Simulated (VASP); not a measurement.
**La16HO24 (a cell with a defect): single point with PBE**

System: La16HO24 (a cell with a defect).

```
La O H
1.0
     7.88115    0.00000    0.00000
    -3.94057    6.82527    0.00000
     0.00000    0.00000   12.37572
La O H
16 24 1
Cartesian
  2.0786 1.1379 4.6438
  0.0473 2.2855 1.5423
  2.0308 1.0936 10.8462
  0.0542 2.2840 7.7789
  0.1064 4.5550 4.6488
  -1.9250 5.6940 1.5409
  0.0360 4.5456 10.8485
  -1.9284 5.6936 7.6942
  6.0609 1.1610 4.9333
  3.8834 2.3504 1.4362
  5.9718 1.1179 10.8641
  3.9684 2.2779 7.7525
  4.0023 4.5182 4.6364
  2.0298 5.5642 1.4349
  4.0273 4.5460 10.8140
  2.0060 5.6799 7.7585
  2.0198 1.1405 2.1810
  0.0300 2.2656 3.9933
  0.0041 -0.0096 0.0461
  2.0315 1.1203 8.4000
  0.0450 2.2758 10.2289
  0.0363 0.0161 6.2203
  0.0690 4.5249 2.1876
  -1.9214 5.6886 4.0178
  -1.9410 3.3814 0.0389
  0.0584 4.5393 8.3960
  -1.9335 5.6820 10.1802
  -1.9113 3.3714 6.2038
  5.8935 1.0846 2.1530
  4.0530 2.2252 3.9548
  3.9447 -0.0345 -0.0032
  5.9768 1.1265 8.3951
  3.9635 2.2781 10.2317
  4.0179 0.0099 6.2283
  3.9919 4.5348 2.1909
  2.0062 5.7775 3.9671
  1.9994 3.4052 0.1257
  4.0104 4.5406 8.3893
  2.0077 5.6682 10.2294
  2.0658 3.4214 6.1470
  -2.6533 0.7069 2.7644
```

```json
{
 "Program": "VASP 6.6.1",
 "Task": "single point",
 "Functional": "PBE",
 "Potentials or basis": "VASP PAW PBE potentials, release 64 (La, O, H)",
 "Cutoff": "520 eV",
 "k mesh": "1 × 1 × 1, shifted",
 "Occupations": "fermi-dirac, width 0.01 eV",
 "Spin": "no spin polarisation",
 "Dipole correction": "no",
 "Charge": "1",
 "Further INCAR settings": "LREAL = Auto; ALGO = Normal; EDIFF = 1e-06; NBANDS = 186; NELECT = 320.0"
}
```

```json
{
 "Largest force": "0.160 eV/Å"
}
```

Forces on the atoms (eV/Å):
```
La  -0.132  0.077 -0.001
La   0.111 -0.074  0.022
La  -0.124  0.066 -0.004
La   0.134 -0.077  0.018
La  -0.138  0.077 -0.022
La   0.124 -0.067  0.019
La  -0.129  0.071 -0.020
La   0.115 -0.067  0.015
La  -0.094  0.065  0.012
La   0.091 -0.057 -0.014
La  -0.135  0.075 -0.011
La   0.133 -0.076  0.016
La  -0.140  0.077  0.000
La   0.102 -0.065  0.020
La  -0.126  0.070 -0.007
La   0.135 -0.075  0.008
O   -0.115  0.059  0.004
O    0.128 -0.068 -0.003
O    0.013 -0.004 -0.017
O   -0.121  0.080 -0.011
O    0.125 -0.080 -0.002
O   -0.012  0.004 -0.022
O   -0.114  0.070  0.002
O    0.131 -0.079 -0.002
O    0.003 -0.006  0.001
O   -0.127  0.077 -0.012
O    0.117 -0.066  0.001
O   -0.012 -0.001  0.001
O   -0.011  0.109 -0.088
O    0.137 -0.079  0.019
O    0.008 -0.004  0.003
O   -0.129  0.076 -0.008
O    0.121 -0.072  0.003
O   -0.001  0.001  0.000
O   -0.110  0.070 -0.002
O    0.117 -0.081 -0.007
O    0.022 -0.003  0.005
O   -0.129  0.073 -0.004
O    0.128 -0.070 -0.001
O   -0.002  0.000  0.003
H   -0.093 -0.024  0.086
```

Levels at points of the mesh, in eV from the Fermi level:
| k point | band 156 | band 157 | band 158 | band 159 | band 160 | band 161 | band 162 | band 163 | band 164 | band 165 |
| --- | --- | --- | --- | --- | --- | --- | --- | --- | --- | --- |
| (0.25, 0.25, 0.25) | -0.32 | -0.32 | -0.30 | -0.26 | -0.24 | 3.78 | 3.89 | 3.99 | 4.04 | 4.10 |

Wall time 32 min on 1 thread of Intel(R) Xeon(R) 6975P-C (Granite Rapids) (shared host), peak memory 0.99 GiB.

Caveat: the cell carries a net charge on a neutralising background, which shifts energy and pressure; the cell is charged against a uniform background, so pressure and absolute levels hang on convention; spin-orbit coupling is left out, which moves the levels of the heavy elements.
